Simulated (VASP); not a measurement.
## Co: single point with PBE+U

Crystal: Co.

```
Co
1.0
     0.00000    3.58900    3.58900
     1.79450    0.00000    1.79450
     1.79450    1.79450    0.00000
Co
2
Direct
  0.00000 0.00000 0.00000
  0.50000 0.00000 0.00000
```

This isn't the form of Co at room conditions, which is hcp.

* Program: VASP 6.6.1
* Task: single point
* Functional: PBE
* Potentials or basis: VASP PAW PBE potentials, release 64 (Co)
* Cutoff: 520 eV
* k mesh: 6 × 12 × 12
* Occupations: fermi-dirac, width 0.05 eV
* Spin: collinear spin, ferromagnetic start
* Starting moments: [3.0, 3.0] μB
* Hubbard terms: Co d U = 2.7 eV
* Dipole correction: no
* Further INCAR settings: ALGO = Normal; EDIFF = 1e-06; NBANDS = 20

- Pressure: -5.9 GPa
- Net moment: 3.56 μB per cell
- Site moments: Co +1.84 μB
- Valence electrons inside the program's atomic spheres: Co 8.20

Levels at points of the mesh, in eV from the Fermi level:
Spin up:
| k point | band 9 | band 10 | band 11 | band 12 | band 13 | band 14 |
| --- | --- | --- | --- | --- | --- | --- |
| (0.00, 0.00, 0.00) | -2.99 | -1.82 | -1.82 | -0.21 | 5.25 | 21.15 |
| (0.50, 0.00, 0.00) | -2.58 | -2.58 | -2.58 | -2.58 | 13.62 | 13.62 |
| (0.00, 0.50, 0.00) | -1.41 | -1.41 | -0.21 | 2.45 | 5.25 | 8.35 |
| (0.50, 0.50, 0.00) | -1.71 | -1.71 | 1.80 | 1.80 | 8.00 | 8.00 |
Spin down:
| k point | band 3 | band 4 | band 5 | band 6 | band 7 | band 8 | band 9 | band 10 | band 11 | band 12 |
| --- | --- | --- | --- | --- | --- | --- | --- | --- | --- | --- |
| (0.00, 0.00, 0.00) | -1.52 | -1.52 | -1.52 | -0.89 | -0.89 | -0.35 | 1.56 | 1.56 | 1.64 | 1.64 |
| (0.50, 0.00, 0.00) | -1.99 | -1.99 | -1.08 | -1.08 | -1.08 | -1.08 | 1.41 | 1.41 | 1.41 | 1.41 |
| (0.00, 0.50, 0.00) | -2.95 | -0.89 | -0.89 | -0.35 | 0.73 | 0.73 | 1.64 | 1.64 | 2.39 | 2.39 |
| (0.50, 0.50, 0.00) | -2.32 | -2.32 | -1.21 | -1.21 | -0.05 | -0.05 | 1.85 | 1.85 | 3.28 | 3.28 |

Eigenvalues of the final occupation matrices:
| site | spin | trace | eigenvalues |
| --- | --- | --- | --- |
| site 1 d | 1 | 4.61 | 0.91 0.91 0.91 0.93 0.93 |
| site 1 d | 2 | 2.69 | 0.26 0.26 0.72 0.72 0.72 |
| site 2 d | 1 | 4.61 | 0.91 0.91 0.91 0.93 0.93 |
| site 2 d | 2 | 2.69 | 0.26 0.26 0.72 0.72 0.72 |

Wall time 34 s on 1 thread of Intel(R) Xeon(R) 6975P-C (Granite Rapids), on a shared host, peak memory 0.19 GiB.

Caveat: the cell stands under tension; the U is typed as a test and isn't derived for this compound. The state reached can hang on the start; a lower one may exist.
